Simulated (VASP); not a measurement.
# CO2 (Cmce) in VASP: notebook

The runs below take CO2 through single point, with r2SCAN.

Everything below comes from runs of VASP 6.6.1. Logs are shortened: lines on timing, memory, paths and dates and some standing lists are left out, and cuts for length are marked.

## (1) The cell of the first run

Symmetry: Cmce, No. 64, orthorhombic system. The conventional cell has a = 5.089 Å, b = 4.583 Å, c = 6.188 Å, α = 90.00°, β = 90.00°, γ = 90.00°. Within 1.6 Å of C (site symmetry 2/m) lie 2 O at 1.16 Å. O (site symmetry m) has 1 C at 1.16 Å within 1.6 Å.

## (2) Single point, r2SCAN (strain -3.7%)

Contents of POSCAR:

```
CO2
1.0
    2.5445877742     -2.2913432031      0.0000000000
    2.5445877742      2.2913432031      0.0000000000
    0.0000000000      0.0000000000      6.1879465077
C O
2 4
Direct
    0.0000000000      0.0000000000      0.0000000000
    0.5000000000      0.5000000000      0.5000000000
    0.7952566065      0.2047433935      0.8899688721
    0.2047433935      0.7952566065      0.1100311279
    0.7047433935      0.2952566065      0.3899688721
    0.2952566065      0.7047433935      0.6100311279
```

Contents of INCAR.step1:

```
PREC = Accurate
ENCUT = 520
ISMEAR = 0
SIGMA = 0.01
LREAL = False
LASPH = True
NELM = 100
NBANDS = 25
GGA = PE
ALGO = Normal
EDIFF = 1E-4
LWAVE = True
LCHARG = False
```

Contents of INCAR.step2:

```
PREC = Accurate
ENCUT = 520
EDIFF = 1E-7
ISMEAR = 0
SIGMA = 0.01
LREAL = False
LASPH = True
NELM = 100
ALGO = Normal
ISIF = 2
LWAVE = False
LCHARG = False
METAGGA = R2SCAN
LMIXTAU = True
NBANDS = 25
ISTART = 1
```

Contents of KPOINTS:

```
Automatic mesh
0
Gamma
  8 8 4
```

Potentials or basis: VASP PAW PBE potentials, release 64 (C, O).

On the command line:

```console
> cat potpaw_PBE.64/C/POTCAR potpaw_PBE.64/O/POTCAR > POTCAR
> cp INCAR.step1 INCAR
> mpirun -np 1 vasp_std > vasp.out
> cp INCAR.step2 INCAR
> mpirun -np 1 vasp_std > vasp.out
```

OUTCAR:

```text
PREC = Accurate
   ENCUT = 520
   EDIFF = 1E-7
   ISMEAR = 0
   LREAL = False
   LASPH = True
   NELM = 100
   ISIF = 2
   METAGGA = R2SCAN
   ISTART = 1

 ion  position               nearest neighbor table
   1  0.000  0.000  0.000-   3 1.16   4 1.16
   2  0.500  0.500  0.500-   5 1.16   6 1.16
   3  0.795  0.205  0.890-   1 1.16
   4  0.205  0.795  0.110-   1 1.16
   5  0.705  0.295  0.390-   2 1.16
   6  0.295  0.705  0.610-   2 1.16

  LATTYP: Found a base centered orthorhombic cell.
 ALAT       =     4.5826864062
 B/A-ratio  =     1.1105223219
 C/A-ratio  =     1.3502880100

  Lattice vectors:

 A1 = (  -2.5445877742,  -2.2913432031,   0.0000000000)
 A2 = (   2.5445877742,  -2.2913432031,   0.0000000000)
 A3 = (   0.0000000000,   0.0000000000,   6.1879465077)

Analysis of symmetry for initial positions (statically):
=====================================================================
 Subroutine PRICEL returns:
 Original cell was already a primitive cell.

 Routine SETGRP: Setting up the symmetry group for a
 base centered orthorhombic supercell.

 Subroutine GETGRP returns: Found  8 space group operations
 (whereof  4 operations were pure point group operations)
 out of a pool of  8 trial point group operations.

The static configuration has the point symmetry C_2h.
 The point group associated with its full space group is D_2h.

Analysis of symmetry for dynamics (positions and initial velocities):
=====================================================================
 Subroutine PRICEL returns:
 Original cell was already a primitive cell.

 Routine SETGRP: Setting up the symmetry group for a
 base centered orthorhombic supercell.

 Subroutine GETGRP returns: Found  8 space group operations
 (whereof  4 operations were pure point group operations)
 out of a pool of  8 trial point group operations.

The dynamic configuration has the point symmetry C_2h.
 The point group associated with its full space group is D_2h.

 Subroutine INISYM returns: Found  8 space group operations
 (whereof  4 operations are pure point group operations),
 and found     1 'primitive' translations

[... 95 lines left out ...]
   ICHARG =      0    charge: 1-file 2-atom 10-const
   ISPIN  =      1    spin polarized calculation?
   LNONCOLLINEAR =      F non collinear calculations
   LSORBIT =      F    spin-orbit coupling
   LASPH  =      T    aspherical Exc in radial PAW
   ENCUT  =  520.0 eV  38.22 Ry    6.18 a.u.   6.37  6.37 11.51*2*pi/ulx,y,z
   NELM   =    100;   NELMIN=  2; NELMDL=  0     # of ELM steps
   EDIFF  = 0.1E-06   stopping-criterion for ELM
   LREAL  =      F    real-space projection
   EDIFFG = 0.1E-05   stopping-criterion for IOM
   NSW    =      0    number of steps for IOM
   IBRION =     -1    ionic relax: 0-MD 1-quasi-New 2-CG
   NFREE  =      0    steps in history (QN), initial steepest desc. (CG)
   ISIF   =      2    stress and relaxation
   ISYM   =      2    0-nonsym 1-usesym 2-fastsym
   POTIM  = 0.5000    time-step for ionic-motion
   TEBEG  =    0.0;   TEEND  =   0.0 temperature during run
   PSTRESS=    0.0 pullay stress
   NELECT =      32.0000    total number of electrons
   NUPDOWN=      -1.0000    fix difference up-down
   EMIN   =  10.00;   EMAX   =-10.00  energy-range for DOS
   EFERMI =   0.00;   METHOD = LEGACY
   ISMEAR =     0;   SIGMA  =   0.01  broadening in eV -4-tet -1-fermi 0-gaus
   EFERMI_NEDOS =   21; number of points for ismear=-14 and -15
   IALGO  =     38    algorithm
   IMIX   =      4    mixing-type and parameters
     AMIX     =   0.40;   BMIX     =  1.00
     AMIX_MAG =   1.60;   BMIX_MAG =  1.00
  volume/ion in A,a.u.               =      12.03        81.16
  Fermi-wavevector in a.u.,A,eV,Ry     =   1.248428  2.359187 21.205661  1.558572
  Thomas-Fermi vector in A             =   2.382515
   LORBIT       =      0    0 simple, 1 ext, 2 COOP (PROOUT), +10 PAW based schemes
   METAGGA = R2SCAN    functional components
   LHFCALC =     F    Hartree Fock is set to
   AEXX    =    0.0000 exact exchange contribution
   IVDW    =     0    specifies the selected vdW correction
   LEPSILON=     F    determine dielectric tensor
   LRPA    =     F    only Hartree local field effects (RPA)
 non-spin polarized calculation
 Gauss-broadening in eV      SIGMA  =   0.01
  energy-cutoff  :      520.00
  volume of cell :       72.16
 maximum number of plane-waves:      1964
 NGX is ok and might be reduce to    28
   NGX = 13   NGY = 13   NGZ = 23

 number of electron      32.0000003 magnetization

 Free energy of the ion-electron system (eV)
  ---------------------------------------------------
  ext. energy  EPLUGINS =         0.00000000
  ---------------------------------------------------
  free energy    TOTEN  =       -51.36081511 eV

  energy without entropy =      -51.36081511  energy(sigma->0) =      -51.36081511

 E-fermi :  -2.4695     XC(G=0):  -9.4151

 val. band max:       -2.5572228686   @ k =   0.5000   0.5000   0.0000
 cond. band min:       4.8305731333   @ k =   0.0000   0.0000   0.0000
 fundamental gap:      7.3877960019
 Fermi energy:        -2.4694585129

 k-point     1 :       0.0000    0.0000    0.0000
  band No.  band energies     occupation
      1     -24.9823      2.00000
      2     -24.6941      2.00000
      3     -23.5828      2.00000
      4     -23.4607      2.00000
      5      -8.3063      2.00000
      6      -8.3010      2.00000
[... 661 lines left out ...]
     24      13.7246      0.00000
     25      14.4896      0.00000

 [... further k-points ...]
[... 5 lines left out ...]
  --------------------------------------------------------------------------------------
  -------------------------------------------------------------------------------------
  Total        1.0817237      3.3058422      2.3327124      0.0000000      0.0000000      0.0000000
  in kB       24.0183301     73.4021155     51.7949782      0.0000000      0.0000000      0.0000000
  external PRESSURE =      49.7384746 kB  Pullay stress =       0.0000000 kB

 VOLUME and BASIS-vectors are now :
 -----------------------------------------------------------------------------
  energy-cutoff  :      520.00
  volume of cell :       72.16
      direct lattice vectors                 reciprocal lattice vectors
     2.544587774 -2.291343203  0.000000000     0.196495482 -0.218212618  0.000000000
     2.544587774  2.291343203  0.000000000     0.196495482  0.218212618  0.000000000
     0.000000000  0.000000000  6.187946508     0.000000000  0.000000000  0.161604500

 POSITION                                       TOTAL-FORCE (eV/Angst)
 -----------------------------------------------------------------------------------
      0.00000      0.00000      0.00000         0.000000      0.000000     -0.000000
      2.54459      0.00000      3.09397         0.000000     -0.000000     -0.000000
      2.54459     -1.35307      5.50708         0.000000      0.570053     -0.411134
      2.54459      1.35307      0.68087         0.000000     -0.570053      0.411134
      2.54459     -0.93827      2.41311         0.000000     -0.570053     -0.411134
      2.54459      0.93827      3.77484         0.000000      0.570053      0.411134
 -----------------------------------------------------------------------------------
    total drift:                                0.000000     -0.000000      0.000000

  FREE ENERGIE OF THE ION-ELECTRON SYSTEM (eV)
  ---------------------------------------------------
  free  energy   TOTEN  =       -51.3608151129 eV

  energy  without entropy=      -51.3608151129  energy(sigma->0) =      -51.36081511
```

OSZICAR.step1:

```text
N       E                     dE             d eps       ncg     rms          rms(c)
DAV:   1     0.160290788541E+03    0.16029E+03   -0.17427E+04  3150   0.120E+03
DAV:   2    -0.393839297920E+02   -0.19967E+03   -0.18992E+03  4266   0.277E+02
DAV:   3    -0.488587789746E+02   -0.94748E+01   -0.94164E+01  3646   0.610E+01
DAV:   4    -0.489336614501E+02   -0.74882E-01   -0.74840E-01  4021   0.626E+00
DAV:   5    -0.489344951153E+02   -0.83367E-03   -0.83354E-03  3894   0.651E-01    0.137E+01
DAV:   6    -0.459488678610E+02    0.29856E+01   -0.72670E+00  3617   0.197E+01    0.629E+00
DAV:   7    -0.457444675488E+02    0.20440E+00   -0.40022E-01  3922   0.455E+00    0.344E+00
DAV:   8    -0.456927231922E+02    0.51744E-01   -0.27198E-01  3963   0.329E+00    0.775E-01
DAV:   9    -0.456874158355E+02    0.53074E-02   -0.16906E-02  3725   0.938E-01    0.314E-01
DAV:  10    -0.456874252570E+02   -0.94216E-05   -0.49675E-03  4011   0.454E-01    0.505E-02
DAV:  11    -0.456875438301E+02   -0.11857E-03   -0.10761E-04  2501   0.804E-02    0.199E-02
DAV:  12    -0.456875673936E+02   -0.23563E-04   -0.20671E-05  2611   0.366E-02
   1 F= -.45687567E+02 E0= -.45687567E+02  d E =-.292863E-63
```

Run time: 11 min. Hardware: 1 thread of Intel Xeon 8259CL, shared host; peak memory 0.24 GiB.

Results:

| Property | Result |
| --- | --- |
| Free energy | -51.3608 eV |
| Pressure | 5.0 GPa |
| Largest force | 0.703 eV/Å |
| Band gap on the k mesh | 7.39 eV (least direct gap 8.11 eV) |

Forces in eV/Å, atoms in the order of the input:
```
C    0.000  0.000  0.000
C    0.000  0.000  0.000
O    0.000  0.570 -0.411
O    0.000 -0.570  0.411
O    0.000 -0.570 -0.411
O    0.000  0.570  0.411
```

Stress tensor (GPa, compression positive):
```
2.40 0.00 0.00
0.00 7.34 0.00
0.00 0.00 5.18
```

Levels at points of the mesh, in eV from the valence-band top:
```
           k point  band 12  band 13  band 14  band 15  band 16  band 17  band 18  band 19  band 20  band 21
(0.00, 0.00, 0.00)    -3.56    -1.32    -1.30    -0.81    -0.72     7.39     7.40     8.19     8.34     9.65
(0.50, 0.00, 0.00)    -3.84    -0.92    -0.92    -0.37    -0.37     8.06     8.06     9.33     9.33    10.94
(0.50, 0.50, 0.00)    -3.67    -1.40    -0.88    -0.44     0.00     8.34     9.77     9.82    10.00    11.19
(0.00, 0.00, 0.50)    -3.65    -1.07    -1.07    -0.99    -0.99     7.84     7.84     8.61     8.61     9.07
(0.50, 0.00, 0.50)    -3.73    -1.03    -1.03    -0.33    -0.33     8.18     8.18     9.41     9.41    10.70
(0.50, 0.50, 0.50)    -4.28    -0.95    -0.95    -0.41    -0.41     9.14     9.14     9.78     9.78    12.28
```

Caveat: the cell differs from its parent crystal (strain -3.7%); the cell stands under pressure; the PAW data sets were made with another functional, which shifts forces and pressure a little.

## (3) Single point, r2SCAN (uniaxial y strain -4.2%)

Contents of POSCAR:

```
CO2
1.0
    2.6429037954     -2.2811097426      0.0000000000
    2.6429037954      2.2811097426      0.0000000000
    0.0000000000      0.0000000000      6.4270321019
C O
2 4
Direct
    0.0000000000      0.0000000000      0.0000000000
    0.5000000000      0.5000000000      0.5000000000
    0.7952221297      0.2047778703      0.8929834749
    0.2047778703      0.7952221297      0.1070165251
    0.7047778703      0.2952221297      0.3929834749
    0.2952221297      0.7047778703      0.6070165251
```

Contents of INCAR.step1:

```
SYSTEM = CO2
ALGO = Normal
EDIFF = 1E-4
ENCUT = 520
GGA = PE
ISMEAR = 0
LASPH = .TRUE.
LCHARG = .FALSE.
LREAL = .FALSE.
LWAVE = .TRUE.
NBANDS = 25
NELM = 80
PREC = Accurate
SIGMA = 0.01
```

Contents of INCAR.step2:

```
SYSTEM = CO2
ALGO = Normal
EDIFF = 1E-6
ENCUT = 520
ISIF = 2
ISMEAR = 0
ISTART = 1
LASPH = .TRUE.
LCHARG = .TRUE.
LELF = .TRUE.
LMIXTAU = .TRUE.
LREAL = .FALSE.
LVHAR = .TRUE.
LWAVE = .FALSE.
METAGGA = R2SCAN
NBANDS = 25
NELM = 80
PREC = Accurate
SIGMA = 0.01
```

Contents of KPOINTS:

```
k-points
0
G
  8 8 4
  0 0 0
```

Potentials or basis: VASP PAW PBE potentials, release 64 (C, O).

On the command line:

```console
> cat potpaw_PBE.64/C/POTCAR potpaw_PBE.64/O/POTCAR > POTCAR
> cp INCAR.step1 INCAR
> mpirun -np 1 vasp_std > vasp.out
> cp INCAR.step2 INCAR
> mpirun -np 1 vasp_std > vasp.out
```

Run time: 11 min. Hardware: 1 thread of Intel Xeon 8259CL, shared host; peak memory 0.25 GiB.

The run converged. Its results:

| Quantity | Value |
| --- | --- |
| Free energy | -51.4283 eV |
| Pressure | 3.4 GPa |
| Largest force | 0.707 eV/Å |
| Band gap on the k mesh | 7.36 eV (least direct gap 8.00 eV) |

Forces on the atoms (eV/Å):
```
C    0.000  0.000  0.000
C    0.000  0.000  0.000
O    0.000  0.570 -0.419
O    0.000 -0.570  0.419
O    0.000 -0.570 -0.419
O    0.000  0.570  0.419
```

Stress tensor (GPa, compression positive):
```
0.72 0.00 0.00
0.00 6.01 0.00
0.00 0.00 3.41
```

Levels at points of the mesh, in eV from the valence-band top:
```csv
k point,band 14,band 15,band 16,band 17,band 18,band 19
"(0.00, 0.00, 0.00)",-1.03,-0.67,-0.64,7.36,7.70,8.36
"(0.50, 0.00, 0.00)",-0.75,-0.27,-0.27,8.28,8.28,9.35
"(0.50, 0.50, 0.00)",-0.70,-0.43,0.00,8.45,9.78,9.82
"(0.00, 0.00, 0.50)",-0.85,-0.83,-0.83,8.07,8.07,8.52
"(0.50, 0.00, 0.50)",-0.82,-0.24,-0.24,8.38,8.38,9.43
"(0.50, 0.50, 0.50)",-0.80,-0.33,-0.33,9.19,9.19,9.79
```

Caveat: the cell differs from its parent crystal (uniaxial y strain -4.2%); the cell stands under pressure; the PAW data sets were made with another functional, which shifts forces and pressure a little.

## (4) Single point, r2SCAN (uniaxial x strain -0.9%)

Contents of POSCAR:

```
CO2
1.0
    2.6199105324     -2.3798745358      0.0000000000
    2.6199105324      2.3798745358      0.0000000000
    0.0000000000      0.0000000000      6.4270321019
C O
2 4
Direct
    0.0000000000      0.0000000000      0.0000000000
    0.5000000000      0.5000000000      0.5000000000
    0.8044428400      0.1955571600      0.8921657573
    0.1955571600      0.8044428400      0.1078342427
    0.6955571600      0.3044428400      0.3921657573
    0.3044428400      0.6955571600      0.6078342427
```

Contents of INCAR.step1:

```
SYSTEM = CO2
ALGO     = Normal         ! electronic algorithm
EDIFF    = 1E-4           ! SCF threshold, eV
ENCUT    = 520            ! plane-wave cutoff, eV
GGA      = PE             ! functional
ISMEAR   = 0              ! smearing method
LASPH    = .True.         ! aspherical terms in the spheres
LCHARG   = .False.        ! write CHGCAR
LREAL    = .False.        ! projectors in reciprocal space
LWAVE    = .True.         ! write WAVECAR
NBANDS   = 25             ! bands
NELM     = 80             ! most SCF steps
PREC     = Accurate       ! precision mode
SIGMA    = 0.01           ! smearing width, eV
```

Contents of INCAR.step2:

```
SYSTEM = CO2
ALGO     = Normal         ! electronic algorithm
EDIFF    = 1E-7           ! SCF threshold, eV
ENCUT    = 520            ! plane-wave cutoff, eV
ISIF     = 2              ! what is computed and relaxed
ISMEAR   = 0              ! smearing method
ISTART   = 1            
LASPH    = .True.         ! aspherical terms in the spheres
LCHARG   = .True.         ! write CHGCAR
LELF     = .True.         ! ELF
LMIXTAU  = .True.       
LREAL    = .False.        ! projectors in reciprocal space
LVHAR    = .True.       
LWAVE    = .False.        ! write WAVECAR
METAGGA  = R2SCAN         ! meta-GGA
NBANDS   = 25             ! bands
NELM     = 80             ! most SCF steps
PREC     = Accurate       ! precision mode
SIGMA    = 0.01           ! smearing width, eV
```

Contents of KPOINTS:

```
k-points
0
Gamma
  8 8 4
  0 0 0
```

On the command line:

```console
> cat potpaw_PBE.64/C/POTCAR potpaw_PBE.64/O/POTCAR > POTCAR
> cp INCAR.step1 INCAR
> mpirun -np 1 vasp_std > vasp.out
> cp INCAR.step2 INCAR
> mpirun -np 1 vasp_std > vasp.out
```

Wall time 9.9 min (1 thread of Intel Xeon 8259CL, shared host); peak memory 0.25 GiB.

The run converged. Its results:

```yaml
Free_energy: -51.4539 eV
Pressure: 2.7 GPa
Largest_force: 0.707 eV/Å
Band_gap_on_the_k_mesh: 7.29 eV (least direct gap 7.88 eV)
```

Forces on the atoms (eV/Å):
```
C    0.000  0.000  0.000
C    0.000  0.000  0.000
O    0.000  0.567 -0.422
O    0.000 -0.567  0.422
O    0.000 -0.567 -0.422
O    0.000  0.567  0.422
```

Stress tensor (GPa, compression positive):
```
0.68 0.00 0.00
0.00 4.72 0.00
0.00 0.00 2.83
```

Levels at points of the mesh, in eV from the valence-band top:
```tsv
k point	band 13	band 14	band 15	band 16	band 17	band 18	band 19	band 20
(0.00, 0.00, 0.00)	-1.09	-1.03	-0.68	-0.59	7.29	7.74	8.40	8.53
(0.50, 0.00, 0.00)	-0.77	-0.77	-0.32	-0.32	8.27	8.27	9.36	9.36
(0.50, 0.50, 0.00)	-1.10	-0.69	-0.35	0.00	8.52	9.71	9.77	9.88
(0.00, 0.00, 0.50)	-0.89	-0.89	-0.79	-0.79	8.11	8.11	8.47	8.47
(0.50, 0.00, 0.50)	-0.85	-0.85	-0.28	-0.28	8.36	8.36	9.43	9.43
(0.50, 0.50, 0.50)	-0.74	-0.74	-0.32	-0.32	9.16	9.16	9.73	9.73
```

Caveat: the cell differs from its parent crystal (uniaxial x strain -0.9%); the PAW data sets were made with another functional, which shifts forces and pressure a little. A k mesh can miss the band edges.

(Continued in part 2 of 2.)
